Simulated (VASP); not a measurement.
# Al (C2/c) in VASP: further runs, part 2 of 2

VASP 6.6.1.

## Step 5: Single point, revPBE

The input, INCAR:

```
SYSTEM = Al
PREC     = Accurate       ! precision mode
ENCUT    = 520            ! plane-wave cutoff, eV
EDIFF    = 1E-6           ! SCF threshold, eV
ISMEAR   = -1             ! smearing method
SIGMA    = 0.1            ! smearing width, eV
LREAL    = .FALSE.        ! projectors in reciprocal space
LASPH    = .TRUE.         ! aspherical terms in the spheres
NELM     = 60             ! most SCF steps
ALGO     = Normal         ! electronic algorithm
ISIF     = 2              ! what is computed and relaxed
LWAVE    = .FALSE.        ! write WAVECAR
LCHARG   = .FALSE.        ! write CHGCAR
GGA      = RE             ! functional
NBANDS   = 10             ! bands
ISYM     = 0
```

The input, KPOINTS:

```
Automatic mesh
0
G
  13 13 9
  0 0 0
```

The input, POSCAR:

```
Al
1.0
   -3.3155933869      2.9054381132      1.3780741598
    2.9054381132     -3.3155933869      1.3780741598
    2.4098453590      2.4098453590     -2.1292742949
Al
2
Direct
    0.9895493806      0.0104506194      0.0000000000
    0.7604506194      0.2395493806      0.5000000000
```

Potentials or basis: VASP PAW PBE potentials, release 64 (Al).

Command:

```
$ cat potpaw_PBE.64/Al/POTCAR > POTCAR
$ mpirun -np 1 vasp_std > vasp.out
```

OUTCAR:

```text
SYSTEM = Al
   PREC = Accurate
   ENCUT = 520
   EDIFF = 1E-6
   ISMEAR = -1
   LREAL = .FALSE.
   LASPH = .TRUE.
   NELM = 60
   ISIF = 2
   GGA = RE
   ISYM = 0

 ion  position               nearest neighbor table
   1  0.990  0.010  0.000-   2 2.79   2 2.79   2 2.85   2 2.85   2 2.86   2 2.86
   2  0.760  0.240  0.500-   1 2.79   1 2.79   1 2.85   1 2.85   1 2.86   1 2.86

IMPORTANT INFORMATION: All symmetrisations will be switched off!
NOSYMM: (Re-)initialisation of all symmetry stuff for point group C_1.

----------------------------------------------------------------------------------------

                                     Primitive cell

  volume of cell :      35.8864

  direct lattice vectors                    reciprocal lattice vectors
    -3.315593387  2.905438113  1.378074160     0.104186099  0.264931146  0.417755233
     2.905438113 -3.315593387  1.378074160     0.264931146  0.104186099  0.417755233
     2.409845359  2.409845359 -2.129274295     0.238894039  0.238894039  0.071101870

  length of vectors
     4.618854677  4.618854677  4.018521909     0.505532086  0.505532086  0.345248027

  position of ions in fractional coordinates (direct lattice)
     0.989549381  0.010450619  0.000000000
     0.760450619  0.239549381  0.500000000

  ion indices of the primitive-cell ions
[... 136 lines left out ...]
      6      15.0155      0.00000
      7      16.1960      0.00000
      8      16.3804      0.00000
      9      17.8997      0.00000
     10      19.0890      0.00000
[... 287 lines left out ...]
 k-point    24 :      -0.0769   -0.4615    0.0000
  band No.  band energies     occupation
      1       4.4982      2.00000
      2       5.3127      2.00000
      3       6.5578      1.99563
      4       6.8565      1.91680
      5       7.7705      0.00493
      6       8.8674      0.00000
      7      10.7863      0.00000
      8      11.7135      0.00000
      9      16.0589      0.00000
     10      16.5595      0.00000

 [... further k-points ...]

------------------------ aborting loop because EDIFF is reached ----------------------------------------

  FORCE on cell =-STRESS in cart. coord.  units (eV):
  Direction    XX          YY          ZZ          XY          YZ          ZX
  --------------------------------------------------------------------------------------
  -------------------------------------------------------------------------------------
  Total       -0.0306775     -0.0306771     -0.0285226     -0.0012129     -0.0007314     -0.0007320
  in kB       -1.3696228     -1.3696027     -1.2734168     -0.0541509     -0.0326543     -0.0326829
  external PRESSURE =      -1.3375474 kB  Pullay stress =       0.0000000 kB

 VOLUME and BASIS-vectors are now :
 -----------------------------------------------------------------------------
  energy-cutoff  :      520.00
  volume of cell :       35.89
      direct lattice vectors                 reciprocal lattice vectors
    -3.315593387  2.905438113  1.378074160     0.104186099  0.264931146  0.417755233
     2.905438113 -3.315593387  1.378074160     0.264931146  0.104186099  0.417755233
     2.409845359  2.409845359 -2.129274295     0.238894039  0.238894039  0.071101870

 POSITION                                       TOTAL-FORCE (eV/Angst)
 -----------------------------------------------------------------------------------
     -3.25058      2.84042      1.37807         0.001566     -0.001566      0.000000
     -0.62043      2.62012      0.31344        -0.001566      0.001566     -0.000000
 -----------------------------------------------------------------------------------
    total drift:                                0.000000     -0.000000      0.000000

  FREE ENERGIE OF THE ION-ELECTRON SYSTEM (eV)
  ---------------------------------------------------
  free  energy   TOTEN  =        -6.9609516027 eV

  energy  without entropy=       -6.9342278643  energy(sigma->0) =       -6.94758973
```

OSZICAR:

```text
N       E                     dE             d eps       ncg     rms          rms(c)
DAV:   1     0.206790348918E-02    0.20679E-02   -0.20982E+03 15276   0.432E+02
DAV:   2    -0.682472307720E+01   -0.68268E+01   -0.65774E+01 19610   0.533E+01
DAV:   3    -0.699712789843E+01   -0.17240E+00   -0.17124E+00 20084   0.663E+00
DAV:   4    -0.699802167447E+01   -0.89378E-03   -0.89366E-03 18622   0.526E-01
DAV:   5    -0.699803048036E+01   -0.88059E-05   -0.88058E-05 18470   0.499E-02    0.233E+00
DAV:   6    -0.697501782592E+01    0.23013E-01   -0.19074E-02 17344   0.509E-01    0.137E+00
DAV:   7    -0.696147784312E+01    0.13540E-01   -0.16803E-02 17310   0.614E-01    0.145E-01
DAV:   8    -0.696097651331E+01    0.50133E-03   -0.21290E-03 16816   0.209E-01    0.828E-02
DAV:   9    -0.696095060584E+01    0.25907E-04   -0.81585E-05 17846   0.569E-02    0.423E-02
DAV:  10    -0.696095160268E+01   -0.99683E-06   -0.18954E-06 17934   0.934E-03
   1 F= -.69609516E+01 E0= -.69475897E+01  d E =-.267237E-01
```

stdout:

```text
POSCAR found type information on POSCAR Al
 POSCAR found :  1 types and       2 ions
 scaLAPACK will be used
 -----------------------------------------------------------------------------
|                                                                             |
|                                                                             |
|     You enforced a specific xc type in the INCAR file but a different       |
|     I HOPE YOU KNOW WHAT YOU ARE DOING!                                     |
|                                                                             |
 -----------------------------------------------------------------------------

 LDA part: xc-table for (Slater+PW92), standard interpolation
 POSCAR, INCAR and KPOINTS ok, starting setup
 FFT: planning ... GRIDC
 FFT: planning ... GRID_SOFT
 FFT: planning ... GRID
 WAVECAR not read
 entering main loop
```

Wall time 1.9 min (1 thread of Intel Xeon 6975P-C (Granite Rapids), shared host); peak memory 0.35 GiB.

Results:

```yaml
Free_energy: -6.9610 eV
Pressure: -0.1 GPa
Band_gap_on_the_k_mesh: zero (band 3 reaches 12.02 eV, above the bottom of band 4 at 3.72 eV)
```

Forces in eV/Å, atoms in the order of the input:
```
Al   0.002 -0.002  0.000
Al  -0.002  0.002  0.000
```

Levels at points of the mesh, in eV from the Fermi level:
```
           k point  band 1  band 2  band 3  band 4  band 5  band 6  band 7
(0.00, 0.00, 0.00)  -10.61   -3.44   -2.67    5.65    6.01    7.85    9.03
```

Caveat: the PAW data sets were made with another functional, which shifts forces and pressure a little.

## Step 6: Single point, revPBE (volume scaled by 0.88)

The input, INCAR:

```
SYSTEM = Al
  PREC = Accurate
  ENCUT = 520
  EDIFF = 1E-7
  ISMEAR = -1
  SIGMA = 0.1
  LREAL = .FALSE.
  LASPH = .TRUE.
  NELM = 60
  ALGO = Normal
  ISIF = 2
  LWAVE = .FALSE.
  LCHARG = .FALSE.
  GGA = RE
  NBANDS = 10
```

The input, KPOINTS:

```
regular mesh
0
G
  18 18 12
  0 0 0
```

The input, POSCAR:

```
Al
1.0
   -3.1772799984      2.7842347738      1.3205863788
    2.7842347738     -3.1772799984      1.3205863788
    2.3093161811      2.3093161811     -2.0404494275
Al
2
Direct
    0.9895493806      0.0104506194      0.0000000000
    0.7604506194      0.2395493806      0.5000000000
```

Potentials or basis: VASP PAW PBE potentials, release 64 (Al).

Command:

```
$ cat potpaw_PBE.64/Al/POTCAR > POTCAR
$ mpirun -np 1 vasp_std > vasp.out
```

OUTCAR:

```text
SYSTEM = Al
   PREC = Accurate
   ENCUT = 520
   EDIFF = 1E-7
   ISMEAR = -1
   LREAL = .FALSE.
   LASPH = .TRUE.
   NELM = 60
   ISIF = 2
   GGA = RE

 ion  position               nearest neighbor table
   1  0.990  0.010  0.000-   2 2.67   2 2.67   2 2.73   2 2.73   2 2.74   2 2.74
   2  0.760  0.240  0.500-   1 2.67   1 2.67   1 2.73   1 2.73   1 2.74   1 2.74

  Warning from LATTYP: Got some problem with cell dimensions!
  Tried to take original basis but could not verify dimensions!
  LATTYP: Found a base centered monoclinic cell.
 ALAT       =     2.6990299429
 B/A-ratio  =     3.1236611751
 C/A-ratio  =     1.0284430156
 COS(beta)  =    -0.0107117180

  Lattice vectors:

 A1 = (   3.1772799984,  -2.7842347738,  -1.3205863788)
 A2 = (  -2.7842347738,   3.1772799984,  -1.3205863788)
 A3 = (   1.9162709565,   1.9162709565,   0.6007233301)

Analysis of symmetry for initial positions (statically):
=====================================================================
 Subroutine PRICEL returns:
 Original cell was already a primitive cell.

 Routine SETGRP: Setting up the symmetry group for a
 base centered monoclinic supercell.

 Subroutine GETGRP returns: Found  4 space group operations
 (whereof  2 operations were pure point group operations)
 out of a pool of  4 trial point group operations.

The static configuration has the point symmetry C_2 .
 The point group associated with its full space group is C_2h.

Analysis of symmetry for dynamics (positions and initial velocities):
=====================================================================
 Subroutine PRICEL returns:
 Original cell was already a primitive cell.

 Routine SETGRP: Setting up the symmetry group for a
 base centered monoclinic supercell.

 Subroutine GETGRP returns: Found  4 space group operations
 (whereof  2 operations were pure point group operations)
 out of a pool of  4 trial point group operations.

The dynamic configuration has the point symmetry C_2 .
 The point group associated with its full space group is C_2h.

 Subroutine INISYM returns: Found  4 space group operations
 (whereof  2 operations are pure point group operations),
 and found     1 'primitive' translations

----------------------------------------------------------------------------------------

                                     Primitive cell

  volume of cell :      31.5800

  direct lattice vectors                    reciprocal lattice vectors
    -3.177279998  2.784234774  1.320586379     0.108721530  0.276464132  0.435940959
     2.784234774 -3.177279998  1.320586379     0.276464132  0.108721530  0.435940959
     2.309316181  2.309316181 -2.040449428     0.249293577  0.249293577  0.074197078

  length of vectors
     4.426174403  4.426174403  3.850885134     0.527538915  0.527538915  0.360277368

  position of ions in fractional coordinates (direct lattice)
     0.989549381  0.010450619  0.000000000
     0.760450619  0.239549381  0.500000000

  ion indices of the primitive-cell ions
   primitive index   ion index
                 1           1
                 2           2

----------------------------------------------------------------------------------------

 KPOINTS: regular mesh

Automatic generation of k-mesh.
[... 45 lines left out ...]
 -0.277778  0.055556  0.000000      4.000000
 -0.222222  0.055556  0.000000      4.000000
 [... further k-points ...]
   k-points           NKPTS =   1037   k-points in BZ     NKDIM =   1037   number of bands    NBANDS=     10
   number of dos      NEDOS =    301   number of ions     NIONS =      2
   total plane-waves  NPLWV =  38880
   dimension x,y,z NGX =    36 NGY =   36 NGZ =   30
   dimension x,y,z NGXF=    72 NGYF=   72 NGZF=   60
   ions per type =               2
   NGX,Y,Z   is equivalent  to a cutoff of  13.52, 13.52, 12.95 a.u.
   NGXF,Y,Z  is equivalent  to a cutoff of  27.04, 27.04, 25.90 a.u.
 SYSTEM =  Al
   PREC   = accura    normal or accurate (medium, high low for compatibility)
   ISTART =      0    job   : 0-new  1-cont  2-samecut
   ICHARG =      2    charge: 1-file 2-atom 10-const
   ISPIN  =      1    spin polarized calculation?
   LNONCOLLINEAR =      F non collinear calculations
   LSORBIT =      F    spin-orbit coupling
   LASPH  =      T    aspherical Exc in radial PAW
   ENCUT  =  520.0 eV  38.22 Ry    6.18 a.u.   8.23  8.23  7.16*2*pi/ulx,y,z
   NELM   =     60;   NELMIN=  2; NELMDL= -5     # of ELM steps
   EDIFF  = 0.1E-06   stopping-criterion for ELM
   LREAL  =      F    real-space projection
   EDIFFG = 0.1E-05   stopping-criterion for IOM
   NSW    =      0    number of steps for IOM
   IBRION =     -1    ionic relax: 0-MD 1-quasi-New 2-CG
   NFREE  =      0    steps in history (QN), initial steepest desc. (CG)
   ISIF   =      2    stress and relaxation
   ISYM   =      2    0-nonsym 1-usesym 2-fastsym
   POTIM  = 0.5000    time-step for ionic-motion
   TEBEG  =    0.0;   TEEND  =   0.0 temperature during run
   PSTRESS=    0.0 pullay stress
   NELECT =       6.0000    total number of electrons
   NUPDOWN=      -1.0000    fix difference up-down
   EMIN   =  10.00;   EMAX   =-10.00  energy-range for DOS
   EFERMI =   0.00;   METHOD = LEGACY
   ISMEAR =    -1;   SIGMA  =   0.10  broadening in eV -4-tet -1-fermi 0-gaus
   EFERMI_NEDOS =   21; number of points for ismear=-14 and -15
   IALGO  =     38    algorithm
   IMIX   =      4    mixing-type and parameters
     AMIX     =   0.40;   BMIX     =  1.00
     AMIX_MAG =   1.60;   BMIX_MAG =  1.00
  volume/ion in A,a.u.               =      15.79       106.56
  Fermi-wavevector in a.u.,A,eV,Ry     =   0.941141  1.778498 12.051298  0.885745
  Thomas-Fermi vector in A             =   2.068622
   LORBIT       =      0    0 simple, 1 ext, 2 COOP (PROOUT), +10 PAW based schemes
   GGA     = RE    functional components
   LHFCALC =     F    Hartree Fock is set to
   AEXX    =    0.0000 exact exchange contribution
   IVDW    =     0    specifies the selected vdW correction
   LEPSILON=     F    determine dielectric tensor
   LRPA    =     F    only Hartree local field effects (RPA)
 non-spin polarized calculation
  energy-cutoff  :      520.00
  volume of cell :       31.58
 maximum number of plane-waves:       866
 NGX is ok and might be reduce to    36
   NGX = 17   NGY = 17   NGZ = 15

 number of electron       6.0000000 magnetization

 Free energy of the ion-electron system (eV)
  ---------------------------------------------------
  ext. energy  EPLUGINS =         0.00000000
  ---------------------------------------------------
  free energy    TOTEN  =        -6.82096855 eV

  energy without entropy =       -6.79595041  energy(sigma->0) =       -6.80845948

 E-fermi :   8.4711     XC(G=0): -10.2836

 val. band max:        8.4701812084   @ k =   0.4444  -0.0000   0.3333
 cond. band min:       8.4717556412   @ k =  -0.1111   0.3333   0.3333
 fundamental gap:      0.0015744328
 Fermi energy:         8.4710700179

 k-point     1 :       0.0000    0.0000    0.0000
  band No.  band energies     occupation
      1      -2.9925      2.00000
      2       4.6505      2.00000
      3       5.7430      2.00000
      4      14.6607      0.00000
      5      14.7802      0.00000
      6      17.1426      0.00000
      7      18.1264      0.00000
      8      18.3827      0.00000
      9      20.5045      0.00000
     10      21.0777      0.00000
[... 287 lines left out ...]
 k-point    24 :      -0.2222    0.0556    0.0000
  band No.  band energies     occupation
      1      -1.7596      2.00000
      2       4.1074      2.00000
      3       8.5149      0.78413
      4      10.1421      0.00000
      5      12.5481      0.00000
      6      14.2824      0.00000
      7      16.3299      0.00000
      8      20.3553      0.00000
      9      21.7458      0.00000
     10      22.9888      0.00000

 [... further k-points ...]

------------------------ aborting loop because EDIFF is reached ----------------------------------------

  FORCE on cell =-STRESS in cart. coord.  units (eV):
  Direction    XX          YY          ZZ          XY          YZ          ZX
  --------------------------------------------------------------------------------------
  -------------------------------------------------------------------------------------
  Total        2.2636259      2.2636259      2.2418601     -0.0786345     -0.0098775     -0.0098775
  in kB      114.8425661    114.8425661    113.7383033     -3.9894329     -0.5011248     -0.5011248
  external PRESSURE =     114.4744785 kB  Pullay stress =       0.0000000 kB

 VOLUME and BASIS-vectors are now :
 -----------------------------------------------------------------------------
  energy-cutoff  :      520.00
  volume of cell :       31.58
      direct lattice vectors                 reciprocal lattice vectors
    -3.177279998  2.784234774  1.320586379     0.108721530  0.276464132  0.435940959
     2.784234774 -3.177279998  1.320586379     0.276464132  0.108721530  0.435940959
     2.309316181  2.309316181 -2.040449428     0.249293577  0.249293577  0.074197078

 POSITION                                       TOTAL-FORCE (eV/Angst)
 -----------------------------------------------------------------------------------
     -3.11498      2.72193      1.32059        -0.056640      0.056640      0.000000
     -0.59454      2.51082      0.30036         0.056640     -0.056640     -0.000000
 -----------------------------------------------------------------------------------
    total drift:                                0.000000     -0.000000      0.000000

  FREE ENERGIE OF THE ION-ELECTRON SYSTEM (eV)
  ---------------------------------------------------
  free  energy   TOTEN  =        -6.8209685480 eV

  energy  without entropy=       -6.7959504053  energy(sigma->0) =       -6.80845948
```

It took 2.8 min on 1 thread of Intel Xeon 6975P-C (Granite Rapids), shared host; peak memory 0.39 GiB.

What came out:

```yaml
Free_energy: -6.8210 eV
Pressure: 11.4 GPa
Largest_force: 0.080 eV/Å
Band_gap_on_the_k_mesh: zero (band 3 reaches 14.06 eV, above the bottom of band 4 at 4.29 eV)
```

Forces in eV/Å, atoms in the order of the input:
```
Al  -0.057  0.057  0.000
Al   0.057 -0.057  0.000
```

Stress tensor (GPa, compression positive):
```
11.48 -0.40 -0.05
-0.40 11.48 -0.05
-0.05 -0.05 11.37
```

Caveat: the PAW data sets were made with another functional, which shifts forces and pressure a little.

## Step 7: Overview

| cell | k mesh | gap on the mesh (eV) | pressure (GPa) | largest force (eV/Å) |
| --- | --- | --- | --- | --- |
| a = 4.619, b = 4.619, c = 4.019 Å, angles 102.2, 102.2, 144.5°, 2 atoms | 18 × 18 × 12 | none | -0.2 | 0.01 |
| a = 4.739, b = 4.739, c = 4.123 Å, angles 102.2, 102.2, 144.5°, 2 atoms | 18 × 18 × 12 | none | -4.7 | 0.03 |
| a = 4.797, b = 4.797, c = 4.173 Å, angles 102.2, 102.2, 144.5°, 2 atoms | 18 × 18 × 12 | none | -6.2 | 0.04 |
| a = 4.619, b = 4.619, c = 4.019 Å, angles 102.2, 102.2, 144.5°, 2 atoms | 13 × 13 × 9 | none | -0.1 | - |
| a = 4.426, b = 4.426, c = 3.851 Å, angles 102.2, 102.2, 144.5°, 2 atoms | 18 × 18 × 12 | none | 11.4 | 0.08 |

Alike in all rows: task single point; level revPBE; potentials or basis VASP PAW PBE potentials, release 64 (Al); no spin polarisation; cutoff (eV) 520; smearing fermi-dirac 0.1 eV.

Caveats: the PAW data sets were made with another functional, which shifts forces and pressure a little.

Total energies depend on the potentials used, so only differences within one code and one set of settings carry meaning.
